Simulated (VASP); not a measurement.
Write the native input for VASP 6.6.1 that does the following.

```yaml
Task: single point
Functional: PBE
Potentials_or_basis: VASP PAW PBE potentials, release 64 (Ho_3, Te, I), 4f in core
Cutoff: 500 eV
k_mesh: 6 × 6 × 4
Occupations: gaussian, width 0.1 eV
Spin: no spin polarisation
Dipole_correction: no
Further_INCAR_settings: ALGO = Normal; EDIFF = 1e-06; NBANDS = 18
```

The structure of HoTeI lies in POSCAR:

```
HoTeI
1.0
    5.5720645896      0.0000000034      0.0000000000
   -2.7860322977      4.8255494844      0.0000000000
    0.0000000000      0.0000000000      3.4268548033
Ho Te I
1 1 1
Direct
    0.6666666667      0.3333333333      0.0000000000
    0.0000000000      0.0000000000      0.5000000000
    0.3333333333      0.6666666667      0.5000000000
```

The cell was generated, and may not be a known phase.

The input as run:

INCAR

```
SYSTEM = HoTeI
PREC     = Accurate       ! precision mode
ENCUT    = 500            ! plane-wave cutoff, eV
EDIFF    = 1E-6           ! SCF threshold, eV
ISMEAR   = 0              ! smearing method
SIGMA    = 0.1            ! smearing width, eV
LREAL    = .FALSE.        ! projectors in reciprocal space
LASPH    = .TRUE.         ! aspherical terms in the spheres
NELM     = 200            ! most SCF steps
ALGO     = Normal         ! electronic algorithm
ISIF     = 2              ! what is computed and relaxed
LWAVE    = .FALSE.        ! write WAVECAR
LCHARG   = .FALSE.        ! write CHGCAR
GGA      = PE             ! functional
NBANDS   = 18             ! bands
GGA_COMPAT= .FALSE.      
LMAXMIX  = 6              ! l up to which the mixer works
```

KPOINTS

```
Automatic mesh
0
G
  6 6 4
  0 0 0
```

Potentials or basis: VASP PAW PBE potentials, release 64 (Ho_3, Te, I), 4f in core.

Run with:

```bash
$ cat potpaw_PBE.64/Ho_3/POTCAR potpaw_PBE.64/Te/POTCAR potpaw_PBE.64/I/POTCAR > POTCAR
$ mpirun -np 1 vasp_std > vasp.out
```

It gave:

- Pressure: 0.1 GPa
- Band gap on the k mesh: zero (bands 11 and 12 overlap by 0.32 eV)

Caveat: the k points lie up to 0.46 Å⁻¹ apart; spin-orbit coupling is left out, which moves the levels of the heavy elements; the 4f electrons are frozen in the core, so they carry no moment and show no levels; the run has no spin polarisation, though such a crystal can be magnetic.

Run time: 18 s on 1 thread of AMD EPYC 9R45 96-Core Processor (Zen 5) (shared host), peak memory 0.2 GiB.
